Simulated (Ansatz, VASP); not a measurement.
Two plane-wave programs on H4CO

```
C O H
1.0
     7.12562    0.00000    0.00000
     0.00000    7.12562    0.00000
     0.00000    0.00000    7.12562
C O H
6 6 24
Cartesian
  5.7903 0.5352 2.7131
  2.1887 -0.1269 1.7131
  3.9511 4.2928 4.9343
  0.5577 3.8259 3.5962
  -0.3120 6.8935 6.0407
  0.8386 3.0999 -0.0507
  5.3438 -0.6289 1.9827
  3.1215 0.4769 0.8146
  3.9880 3.4177 3.7924
  1.3828 2.8329 3.0289
  0.8543 6.8838 5.2280
  1.7009 2.2292 -0.7905
  4.9259 0.9049 3.2762
  6.1009 -0.9620 1.4686
  6.6081 0.2866 3.4008
  6.1287 1.3267 2.0246
  1.3169 0.5301 1.7777
  3.9969 0.0736 1.0191
  1.8799 -1.1277 1.3612
  2.6046 -0.2224 2.7294
  3.0685 4.0049 5.5163
  4.6543 3.7610 3.1712
  4.8480 4.1585 5.5614
  3.8632 5.3477 4.6329
  -0.4263 3.7622 3.0978
  2.3192 3.0078 3.2955
  0.4018 3.6670 4.6754
  0.9452 4.8476 3.4539
  -0.9095 5.9987 5.8050
  1.2838 7.7577 5.3909
  -0.0487 6.8757 7.1129
  -0.9446 7.7917 5.8603
  -0.1990 2.9606 -0.4031
  2.3335 1.8006 -0.1684
  0.9005 2.8937 1.0313
  1.1148 4.1589 -0.2219
```

Alike in both runs: functional PBE; dispersion D3(BJ); k mesh 1 × 1 × 1; occupations fermi-dirac, width 0.05 eV; no spin polarisation.

Ansatz relaxed the structure, and its values are those at the end. VASP's run is a single point on that final structure, the one shown.

|  | VASP | Ansatz |
| --- | --- | --- |
| version | VASP 6.6.1 | Ansatz 0.2.0 |
| potentials or method | VASP PAW PBE potentials, release 64 (C, O, H), cutoff 520 eV | scalar-relativistic, plane waves, PAW |
| valence electrons in the cell | 84 | 84 |

Ansatz gave:

* rms of the force components (eV/Å): 0.053

**Question.** Estimate VASP's values.

**Answer.** rms of the force components (eV/Å): 0.063.
